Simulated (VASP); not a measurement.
Set up this calculation in VASP 6.6.1, as the native input.

| Quantity | Value |
| --- | --- |
| Task | relaxation of cell and atoms |
| Functional | PBE |
| Potentials or basis | VASP PAW PBE potentials, release 64 (C) |
| Cutoff | 600 eV |
| k mesh | 4 × 4 × 2 |
| Occupations | gaussian, width 0.1 eV |
| Spin | no spin polarisation |
| Dipole correction | no |
| Further INCAR settings | ALGO = Normal; EDIFF = 1e-06; IBRION = 2; EDIFFG = -0.025; NSW = 80; ISIF = 3 |

The structure of C lies in POSCAR:

```
C
1.0
    2.3032929017     -2.6315875370     -0.0287629037
    2.2776203447      2.6098900434     -0.0452516267
   -0.0982424307     -0.0184973525      6.0672132054
C
12
Direct
    0.2607797665      0.2523112135      0.0149645591
    0.2327705752      0.2507752595      0.4975848908
    0.7389452664      0.7449415328     -0.0119154469
    0.7724720115      0.7465520764      0.5002374810
    0.5926496819      0.4068846234      0.3406914962
    0.6068515973      0.4002164306      0.8537379603
    0.0994775228      0.8692965327      0.1507535238
    0.1091350167      0.9035399309      0.6606115981
    0.4234178034      0.5948505707      0.1247843327
    0.3977651388      0.6187824209      0.6384117135
    0.8920841060      0.1110667842      0.3641349374
    0.8736515136      0.1007826245      0.8660029541
```

These files were run (other wordings do the same):

INCAR

```
SYSTEM = C
PREC     = Accurate       ! precision mode
ENCUT    = 600            ! plane-wave cutoff, eV
EDIFF    = 1E-6           ! SCF threshold, eV
ISMEAR   = 0              ! smearing method
SIGMA    = 0.1            ! smearing width, eV
LREAL    = .False.        ! projectors in reciprocal space
LASPH    = .True.         ! aspherical terms in the spheres
NELM     = 100            ! most SCF steps
ALGO     = Normal         ! electronic algorithm
ISIF     = 3              ! what is computed and relaxed
LWAVE    = .False.        ! write WAVECAR
LCHARG   = .False.        ! write CHGCAR
GGA      = PE             ! functional
IBRION   = 2              ! ionic algorithm
NSW      = 80             ! ionic steps
EDIFFG   = -0.025         ! ionic threshold
```

KPOINTS

```
regular mesh
0
Gamma
  4 4 2
  0 0 0
```

Potentials or basis: VASP PAW PBE potentials, release 64 (C).

The run is started by

```sh
$ cat potpaw_PBE.64/C/POTCAR > POTCAR
$ mpirun -np 1 vasp_std > vasp.out
```

Results of the run:

```yaml
Relaxed_volume: 6.16 Å³/atom
Relaxed_cell: a = 3.523 Å, b = 3.522 Å, c = 6.039 Å, α = 90.02°, β = 89.99°, γ = 99.57°
Space_group_after_relaxing_to_0.1_Å: Cmme (No. 67)
Energy_gained_by_relaxing: 195.1 meV/atom
Ionic_steps: 19
Pressure_after_relaxing: -0.1 GPa
Largest_force_after_relaxing: 0.021 eV/Å
Band_gap_on_the_k_mesh: 1.15 eV
```

Caveat: the k points lie up to 0.52 Å⁻¹ apart in the final cell.

Wall time 5.8 min on 1 thread of Intel(R) Xeon(R) Platinum 8375C CPU @ 2.90GHz (Ice Lake), on a shared host, peak memory 0.2 GiB.
